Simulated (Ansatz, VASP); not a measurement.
**Two plane-wave programs on ScSi10**

INCAR

```
PREC = Accurate
ENCUT = 520
EDIFF = 1E-6
ISMEAR = 0
SIGMA = 0.1
LREAL = F
LASPH = T
NELM = 100
ALGO = Normal
ISIF = 2
LWAVE = F
LCHARG = F
GGA = PE
NBANDS = 36
```

Contents of KPOINTS:

```
Automatic mesh
0
Gamma
  3 3 4
```

File POSCAR:

```
ScSi10
1.0
    6.2298013000      0.0000000000      0.0000000000
   -3.1149006500      5.3951661900      0.0000000000
    0.0000000000      0.0000000000      4.6220277000
Sc Si
1 10
Direct
    0.0000000000      0.0000000000      0.0000000000
    0.3333333300      0.6666666700      0.2380192400
    0.3333333300      0.6666666700      0.7619807600
    0.6666666700      0.3333333300      0.7619807600
    0.6666666700      0.3333333300      0.2380192400
    0.3249054200      0.0000000000      0.6316917000
    0.0000000000      0.3249054200      0.6316917000
    0.6750945800      0.6750945800      0.6316917000
    0.0000000000      0.6750945800      0.3683083000
    0.6750945800      0.0000000000      0.3683083000
    0.3249054200      0.3249054200      0.3683083000
```

Input for Ansatz:

```yaml
crystal:
  lattice:
    - [6.2298013, 0.0, 0.0]
    - [-3.11490065, 5.39516619, 0.0]
    - [0.0, 0.0, 4.6220277]
  atoms:
    - { symbol: Sc, position: [0.0, 0.0, 0.0] }
    - { symbol: Si, position: [0.33333333, 0.66666667, 0.23801924] }
    - { symbol: Si, position: [0.33333333, 0.66666667, 0.76198076] }
    - { symbol: Si, position: [0.66666667, 0.33333333, 0.76198076] }
    - { symbol: Si, position: [0.66666667, 0.33333333, 0.23801924] }
    - { symbol: Si, position: [0.32490542, 0.0, 0.6316917] }
    - { symbol: Si, position: [0.0, 0.32490542, 0.6316917] }
    - { symbol: Si, position: [0.67509458, 0.67509458, 0.6316917] }
    - { symbol: Si, position: [0.0, 0.67509458, 0.3683083] }
    - { symbol: Si, position: [0.67509458, 0.0, 0.3683083] }
    - { symbol: Si, position: [0.32490542, 0.32490542, 0.3683083] }
basis:
  ecutwfc: 420
kpoints:
  mp_grid: { grid: [3, 3, 4] }
hamiltonian:
  xc: pbe
scf:
  occupations: { method: gaussian, width: 0.1 }
  lower_state_search: "off"
output:
  forces: true
  stress: true
  eigenvalues: true
```

Alike in both runs: task single point; functional PBE; k mesh 3 × 3 × 4; occupations gaussian, width 0.1 eV; no spin polarisation.

|  | VASP | Ansatz |
| --- | --- | --- |
| version | VASP 6.6.1 | Ansatz 0.2.0 |
| potentials or method | VASP PAW PBE potentials, release 64 (Sc_sv, Si), cutoff 520 eV | scalar-relativistic, plane waves, PAW |
| valence electrons in the cell | 51 | 51 |

VASP gave:

```
gap on the k mesh at the Fermi level (eV) : none
rms of the force components (eV/Å)        : 0.865
```

Q: Which values does Ansatz return?

A: gap on the k mesh at the Fermi level (eV): none; rms of the force components (eV/Å): 0.872.

Atom by atom the forces differ by 0.008 eV/Å (rms over components). A gap of «none» marks a metal or a gap that the smearing closes.

The k mesh is coarse, so the values compare programs but aren't converged.
